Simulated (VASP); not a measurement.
Write the native input for VASP 6.6.1 that does the following.

```
Task                   : single point
Functional             : PBEsol
Potentials or basis    : VASP PAW PBE potentials, release 64 (Cs_sv, I, Sn_d)
Cutoff                 : 520 eV
k mesh                 : 3 × 3 × 3
Occupations            : fermi-dirac, width 0.03 eV
Spin                   : no spin polarisation
Dipole correction      : no
Further INCAR settings : ALGO = Normal; EDIFF = 1e-06; NBANDS = 30
```

The structure of CsSnI3 lies in POSCAR:

```
CsSnI3
1.0
    6.2057000000      0.0000000000      0.0000000000
    0.0000000000      6.2057000000      0.0000000000
    0.0000000000      0.0000000000      6.2057000000
Cs I Sn
1 3 1
Direct
    0.0000000000      0.0000000000      0.0000000000
    0.5000000000      0.5000000000      0.0000000000
    0.5000000000      0.0000000000      0.5000000000
    0.0000000000      0.5000000000      0.5000000000
    0.5000000000      0.5000000000      0.5000000000
```

The input as run:

INCAR

```
PREC = Accurate ; ENCUT = 520
EDIFF = 1E-6 ; ISMEAR = -1
SIGMA = 0.03 ; LREAL = False
LASPH = True ; NELM = 60
ALGO = Normal ; ISIF = 2
LWAVE = False ; LCHARG = False
GGA = PS ; NBANDS = 30
```

KPOINTS

```
Automatic mesh
0
Gamma
  3 3 3
```

Potentials or basis: VASP PAW PBE potentials, release 64 (Cs_sv, I, Sn_d).

Command:

```console
$ cat potpaw_PBE.64/Cs_sv/POTCAR potpaw_PBE.64/I/POTCAR potpaw_PBE.64/Sn_d/POTCAR > POTCAR
$ mpirun -np 1 vasp_std > vasp.out
```

Results of the run:

* Pressure: -0.9 GPa
* Band gap on the k mesh: 3.07 eV

Caveat: the PAW data sets were made with another functional, which shifts forces and pressure a little; spin-orbit coupling is left out, which moves the levels of the heavy elements; an odd mesh through Γ misses points on the zone boundary, where band edges can lie.

Run time: 42 s on 1 thread of AMD EPYC 7R13, with other jobs on the host, peak memory 0.29 GiB.
